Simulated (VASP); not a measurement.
# AlN (P6_3mc) in VASP: notebook

Runs on AlN. Level: r2SCAN. Tasks: single point, relaxation of cell and atoms.

All numbers are computed with VASP 6.6.1; they aren't measurements. Logs are shortened: lines on timing, memory, paths and dates and some standing lists are left out, and cuts for length are marked.

**Experimental background.**

From “Self-assembly of well-separated AlN nanowires directly on sputtered metallic TiN films”, 2019, arxiv:1910.07391, for a bulk crystal of AlN at 10 K: band gap 6.034 eV (an exciton energy, a little under the gap).

“Structural and optical properties of self-assembled AlN nanowires grown on SiO2/Si substrates by molecular beam epitaxy”, 2024, arxiv:2402.00216 quotes, for a bulk crystal of AlN at 0 K: band gap 6.0343 eV (an exciton energy, a little under the gap).

The runs below are set against these values where they give the same quantity.

## (1) The cell of the first run

The structure is hexagonal, space group P6_3mc (No. 186). Conventional cell: a = 3.107 Å, b = 3.107 Å, c = 4.978 Å, α = 90.00°, β = 90.00°, γ = 120.00°. Within 2.5 Å of Al (site symmetry 3m) lie 4 N at 1.89 to 1.90 Å. Within 2.5 Å of N (site symmetry 3m) lie 4 Al at 1.89 to 1.90 Å.

## (2) Single point, r2SCAN

Input file POSCAR:

```
AlN
1.0
    3.1066653383      0.0000000000      0.0000000000
   -1.5533326691      2.6904511040      0.0000000000
    0.0000000000      0.0000000000      4.9784048429
Al N
2 2
Direct
    0.3333333333      0.6666666667      0.0016929024
    0.6666666667      0.3333333333      0.5016929024
    0.3333333333      0.6666666667      0.3833070976
    0.6666666667      0.3333333333      0.8833070976
```

Input file INCAR.step1:

```
SYSTEM = AlN
PREC = Accurate
ENCUT = 520
ISMEAR = 0
SIGMA = 0.02
LREAL = .False.
LASPH = .True.
NELM = 100
NBANDS = 16
GGA = PE
ALGO = Normal
EDIFF = 1E-4
LWAVE = .True.
LCHARG = .False.
```

Input file INCAR.step2:

```
SYSTEM = AlN
PREC = Accurate
ENCUT = 520
EDIFF = 1E-6
ISMEAR = 0
SIGMA = 0.02
LREAL = .False.
LASPH = .True.
NELM = 100
ALGO = Normal
ISIF = 2
LWAVE = .False.
LCHARG = .False.
METAGGA = R2SCAN
LMIXTAU = .True.
NBANDS = 16
ISTART = 1
```

Input file KPOINTS:

```
regular mesh
0
Gamma
  12 12 6
  0 0 0
```

Potentials or basis: VASP PAW PBE potentials, release 64 (Al, N).

Run with:

```
$ cat potpaw_PBE.64/Al/POTCAR potpaw_PBE.64/N/POTCAR > POTCAR
$ cp INCAR.step1 INCAR
$ mpirun -np 1 vasp_std > vasp.out
$ cp INCAR.step2 INCAR
$ mpirun -np 1 vasp_std > vasp.out
```

OUTCAR:

```text
SYSTEM = AlN
   PREC = Accurate
   ENCUT = 520
   EDIFF = 1E-6
   ISMEAR = 0
   LREAL = .False.
   LASPH = .True.
   NELM = 100
   ISIF = 2
   METAGGA = R2SCAN
   ISTART = 1

 ion  position               nearest neighbor table
   1  0.333  0.667  0.002-   4 1.89   4 1.89   4 1.89   3 1.90   2 3.07   2 3.07   2 3.07   2 3.07
                             2 3.07   2 3.07
   2  0.667  0.333  0.502-   3 1.89   3 1.89   3 1.89   4 1.90   1 3.07   1 3.07   1 3.07   1 3.07
                             1 3.07   1 3.07
   3  0.333  0.667  0.383-   2 1.89   2 1.89   2 1.89   1 1.90
   4  0.667  0.333  0.883-   1 1.89   1 1.89   1 1.89   2 1.90

  LATTYP: Found a hexagonal cell.
 ALAT       =     3.1066653383
 C/A-ratio  =     1.6024915145

  Lattice vectors:

 A1 = (   3.1066653383,   0.0000000000,   0.0000000000)
 A2 = (  -1.5533326691,   2.6904511040,   0.0000000000)
 A3 = (   0.0000000000,   0.0000000000,   4.9784048429)

Analysis of symmetry for initial positions (statically):
=====================================================================
 Subroutine PRICEL returns:
 Original cell was already a primitive cell.

 Routine SETGRP: Setting up the symmetry group for a
 hexagonal supercell.

 Subroutine GETGRP returns: Found 12 space group operations
 (whereof  6 operations were pure point group operations)
 out of a pool of 24 trial point group operations.

The static configuration has the point symmetry C_3v.
 The point group associated with its full space group is C_6v.

Analysis of symmetry for dynamics (positions and initial velocities):
=====================================================================
 Subroutine PRICEL returns:
 Original cell was already a primitive cell.

 Routine SETGRP: Setting up the symmetry group for a
 hexagonal supercell.

 Subroutine GETGRP returns: Found 12 space group operations
 (whereof  6 operations were pure point group operations)
 out of a pool of 24 trial point group operations.

The dynamic configuration has the point symmetry C_3v.
 The point group associated with its full space group is C_6v.

 Subroutine INISYM returns: Found 12 space group operations
 (whereof  6 operations are pure point group operations),
 and found     1 'primitive' translations

----------------------------------------------------------------------------------------

                                     Primitive cell

  volume of cell :      41.6112

  direct lattice vectors                    reciprocal lattice vectors
     3.106665338  0.000000000  0.000000000     0.321888550  0.185842441  0.000000000
    -1.553332669  2.690451104  0.000000000     0.000000000  0.371684882  0.000000000
     0.000000000  0.000000000  4.978404843     0.000000000  0.000000000  0.200867553

  length of vectors
     3.106665338  3.106665338  4.978404843     0.371684882  0.371684882  0.200867553

  position of ions in fractional coordinates (direct lattice)
     0.333333333  0.666666667  0.001692902
     0.666666667  0.333333333  0.501692902
     0.333333333  0.666666667  0.383307098
     0.666666667  0.333333333  0.883307098

  ion indices of the primitive-cell ions
   primitive index   ion index
                 1           1
                 2           2
                 3           3
                 4           4

----------------------------------------------------------------------------------------

 KPOINTS: regular mesh

Automatic generation of k-mesh.
 Grid dimensions read from file:
 generate k-points for:   12   12    6

 Generating k-lattice:

  Cartesian coordinates                     Fractional coordinates (reciprocal lattice)
     0.026824046  0.015486870  0.000000000     0.083333333  0.000000000  0.000000000
     0.000000000  0.030973740  0.000000000     0.000000000  0.083333333  0.000000000
     0.000000000  0.000000000  0.033477926     0.000000000  0.000000000  0.166666667

  Length of vectors
     0.030973740  0.030973740  0.033477926

  Shift w.r.t. Gamma in fractional coordinates (k-lattice)
     0.000000000  0.000000000  0.000000000

 Subroutine IBZKPT returns following result:
 ===========================================

 Found     76 irreducible k-points:

 Following reciprocal coordinates:
            Coordinates               Weight
  0.000000  0.000000  0.000000      1.000000
  0.083333  0.000000  0.000000      6.000000
  0.166667  0.000000  0.000000      6.000000
  0.250000  0.000000  0.000000      6.000000
  0.333333  0.000000  0.000000      6.000000
  0.416667  0.000000  0.000000      6.000000
[... 16 lines left out ...]
  0.250000  0.000000  0.166667     12.000000
  0.333333  0.000000  0.166667     12.000000
 [... further k-points ...]
   k-points           NKPTS =     76   k-points in BZ     NKDIM =     76   number of bands    NBANDS=     16
   number of dos      NEDOS =    301   number of ions     NIONS =      4
   total plane-waves  NPLWV =  23040
   dimension x,y,z NGX =    24 NGY =   24 NGZ =   40
   dimension x,y,z NGXF=    48 NGYF=   48 NGZF=   80
   ions per type =               2   2
   NGX,Y,Z   is equivalent  to a cutoff of  12.84, 12.84, 13.36 a.u.
   NGXF,Y,Z  is equivalent  to a cutoff of  25.69, 25.69, 26.71 a.u.
 SYSTEM =  AlN
   PREC   = accura    normal or accurate (medium, high low for compatibility)
   ISTART =      1    job   : 0-new  1-cont  2-samecut
   ICHARG =      0    charge: 1-file 2-atom 10-const
   ISPIN  =      1    spin polarized calculation?
   LNONCOLLINEAR =      F non collinear calculations
   LSORBIT =      F    spin-orbit coupling
   LASPH  =      T    aspherical Exc in radial PAW
   ENCUT  =  520.0 eV  38.22 Ry    6.18 a.u.   5.78  5.78  9.26*2*pi/ulx,y,z
   NELM   =    100;   NELMIN=  2; NELMDL=  0     # of ELM steps
   EDIFF  = 0.1E-05   stopping-criterion for ELM
   LREAL  =      F    real-space projection
   EDIFFG = 0.1E-04   stopping-criterion for IOM
   NSW    =      0    number of steps for IOM
   IBRION =     -1    ionic relax: 0-MD 1-quasi-New 2-CG
   NFREE  =      0    steps in history (QN), initial steepest desc. (CG)
   ISIF   =      2    stress and relaxation
   ISYM   =      2    0-nonsym 1-usesym 2-fastsym
   POTIM  = 0.5000    time-step for ionic-motion
   TEBEG  =    0.0;   TEEND  =   0.0 temperature during run
   PSTRESS=    0.0 pullay stress
   NELECT =      16.0000    total number of electrons
   NUPDOWN=      -1.0000    fix difference up-down
   EMIN   =  10.00;   EMAX   =-10.00  energy-range for DOS
   EFERMI =   0.00;   METHOD = LEGACY
   ISMEAR =     0;   SIGMA  =   0.02  broadening in eV -4-tet -1-fermi 0-gaus
   EFERMI_NEDOS =   21; number of points for ismear=-14 and -15
   IALGO  =     38    algorithm
   IMIX   =      4    mixing-type and parameters
     AMIX     =   0.40;   BMIX     =  1.00
     AMIX_MAG =   1.60;   BMIX_MAG =  1.00
  volume/ion in A,a.u.               =      10.40        70.20
  Fermi-wavevector in a.u.,A,eV,Ry     =   1.190451  2.249626 19.281821  1.417174
  Thomas-Fermi vector in A             =   2.326535
   LORBIT       =      0    0 simple, 1 ext, 2 COOP (PROOUT), +10 PAW based schemes
   METAGGA = R2SCAN    functional components
   LHFCALC =     F    Hartree Fock is set to
   AEXX    =    0.0000 exact exchange contribution
   IVDW    =     0    specifies the selected vdW correction
   LEPSILON=     F    determine dielectric tensor
   LRPA    =     F    only Hartree local field effects (RPA)
 non-spin polarized calculation
 Gauss-broadening in eV      SIGMA  =   0.02
  energy-cutoff  :      520.00
  volume of cell :       41.61
 maximum number of plane-waves:      1140
 NGX is ok and might be reduce to    24
   NGX = 11   NGY = 11   NGZ = 19

 number of electron      15.9999997 magnetization

 Free energy of the ion-electron system (eV)
  ---------------------------------------------------
  ext. energy  EPLUGINS =         0.00000000
  ---------------------------------------------------
  free energy    TOTEN  =       -38.45629060 eV

  energy without entropy =      -38.45629060  energy(sigma->0) =      -38.45629060

 E-fermi :   6.0403     XC(G=0): -11.4168

 val. band max:        5.9188919230   @ k =   0.0000   0.0000   0.0000
 cond. band min:      10.8392387569   @ k =   0.0000   0.0000   0.0000
 fundamental gap:      4.9203468338
 Fermi energy:         6.0402519731

 k-point     1 :       0.0000    0.0000    0.0000
  band No.  band energies     occupation
      1     -10.0622      2.00000
      2      -7.9401      2.00000
      3      -0.1508      2.00000
      4       5.0339      2.00000
      5       5.0339      2.00000
      6       5.6947      2.00000
[... 8 lines left out ...]
     15      20.0425      0.00000
     16      20.0425      0.00000

 k-point     2 :       0.0833    0.0000    0.0000
  band No.  band energies     occupation
      1      -9.9729      2.00000
      2      -7.8901      2.00000
      3      -0.0430      2.00000
      4       4.6243      2.00000
      5       4.9148      2.00000
      6       5.2909      2.00000
[... 8 lines left out ...]
     15      20.1030      0.00000
     16      20.1053      0.00000

 k-point     3 :       0.1667    0.0000    0.0000
  band No.  band energies     occupation
      1      -9.7134      2.00000
      2      -7.7537      2.00000
      3       0.2744      2.00000
      4       3.6158      2.00000
      5       4.4122      2.00000
      6       4.6348      2.00000
[... 8 lines left out ...]
     15      19.3001      0.00000
     16      19.5753      0.00000

 k-point     4 :       0.2500    0.0000    0.0000
  band No.  band energies     occupation
      1      -9.3112      2.00000
      2      -7.5743      2.00000
      3       0.7818      2.00000
      4       2.4287      2.00000
      5       3.4309      2.00000
      6       4.3128      2.00000
[... 8 lines left out ...]
     15      19.0736      0.00000
     16      20.1977      0.00000

 k-point     5 :       0.3333    0.0000    0.0000
  band No.  band energies     occupation
      1      -8.8213      2.00000
      2      -7.4257      2.00000
      3       1.3722      2.00000
      4       1.4377      2.00000
      5       2.5513      2.00000
      6       4.0326      2.00000
[... 8 lines left out ...]
     15      19.0612      0.00000
     16      21.4272      0.00000

 k-point     6 :       0.4167    0.0000    0.0000
  band No.  band energies     occupation
      1      -8.3488      2.00000
      2      -7.3880      2.00000
      3       0.6564      2.00000
      4       1.9179      2.00000
      5       2.1452      2.00000
      6       3.8461      2.00000
[... 8 lines left out ...]
     15      19.5001      0.00000
     16      22.3414      0.00000
[... 267 lines left out ...]
 k-point    21 :       0.0833    0.0000    0.1667
  band No.  band energies     occupation
      1      -9.8670      2.00000
      2      -8.0839      2.00000
      3       0.3116      2.00000
      4       4.6715      2.00000
      5       4.9624      2.00000
      6       4.9707      2.00000
[... 8 lines left out ...]
     15      19.6204      0.00000
     16      19.7460      0.00000

 k-point    22 :       0.1667    0.0000    0.1667
  band No.  band energies     occupation
      1      -9.6116      2.00000
      2      -7.9307      2.00000
      3       0.5734      2.00000
      4       3.6840      2.00000
      5       4.1774      2.00000
      6       4.6932      2.00000
[... 8 lines left out ...]
     15      19.4486      0.00000
     16      19.7805      0.00000

 k-point    23 :       0.2500    0.0000    0.1667
  band No.  band energies     occupation
      1      -9.2171      2.00000
      2      -7.7224      2.00000
      3       0.9244      2.00000
      4       2.5934      2.00000
      5       3.2500      2.00000
      6       4.3807      2.00000
[... 8 lines left out ...]
     15      19.3423      0.00000
     16      20.2739      0.00000

 k-point    24 :       0.3333    0.0000    0.1667
  band No.  band energies     occupation
      1      -8.7399      2.00000
      2      -7.5337      2.00000
      3       0.9533      2.00000
      4       1.9317      2.00000
      5       2.5415      2.00000
      6       4.1071      2.00000
[... 8 lines left out ...]
     15      19.4239      0.00000
     16      21.3280      0.00000

 [... further k-points ...]
[... 5 lines left out ...]
  --------------------------------------------------------------------------------------
  -------------------------------------------------------------------------------------
  Total       -0.1005206     -0.1005206     -0.0991550     -0.0000000      0.0000000      0.0000000
  in kB       -3.8704010     -3.8704010     -3.8178204     -0.0000000      0.0000000      0.0000000
  external PRESSURE =      -3.8528742 kB  Pullay stress =       0.0000000 kB

 VOLUME and BASIS-vectors are now :
 -----------------------------------------------------------------------------
  energy-cutoff  :      520.00
  volume of cell :       41.61
      direct lattice vectors                 reciprocal lattice vectors
     3.106665338  0.000000000  0.000000000     0.321888550  0.185842441  0.000000000
    -1.553332669  2.690451104  0.000000000     0.000000000  0.371684882  0.000000000
     0.000000000  0.000000000  4.978404843     0.000000000  0.000000000  0.200867553

 POSITION                                       TOTAL-FORCE (eV/Angst)
 -----------------------------------------------------------------------------------
     -0.00000      1.79363      0.00843         0.000000     -0.000000      0.000357
      1.55333      0.89682      2.49763        -0.000000      0.000000      0.000357
     -0.00000      1.79363      1.90826         0.000000      0.000000     -0.000357
      1.55333      0.89682      4.39746         0.000000      0.000000     -0.000357
 -----------------------------------------------------------------------------------
    total drift:                               -0.000000      0.000000     -0.000613

  FREE ENERGIE OF THE ION-ELECTRON SYSTEM (eV)
  ---------------------------------------------------
  free  energy   TOTEN  =       -38.4562905998 eV

  energy  without entropy=      -38.4562905998  energy(sigma->0) =      -38.45629060
```

Wall time 1.9 min (1 thread of Intel Xeon Platinum 8259CL at 2.50GHz (Skylake/Cascade Lake), shared host); peak memory 0.18 GiB.

What came out:

```
Free energy            : -38.4563 eV
Pressure               : -0.4 GPa
Band gap on the k mesh : 4.92 eV, direct
```

Levels at points of the mesh, in eV from the valence-band top:
```
           k point  band 5  band 6  band 7  band 8  band 9  band 10  band 11  band 12
(0.00, 0.00, 0.00)   -0.88   -0.22   -0.22    0.00    4.92     7.54    11.62    12.04
(0.50, 0.00, 0.00)   -3.39   -2.14   -1.77   -0.71    6.45     6.56     9.05    11.26
(0.00, 0.00, 0.50)   -0.56   -0.56   -0.56   -0.56    7.26     7.26    11.32    11.32
(0.50, 0.00, 0.50)   -1.50   -1.50   -1.39   -1.39    6.00     6.00    10.15    10.15
```

Caveat: the PAW data sets were made with another functional, which shifts forces and pressure a little.

(Continued in part 2 of 3.)
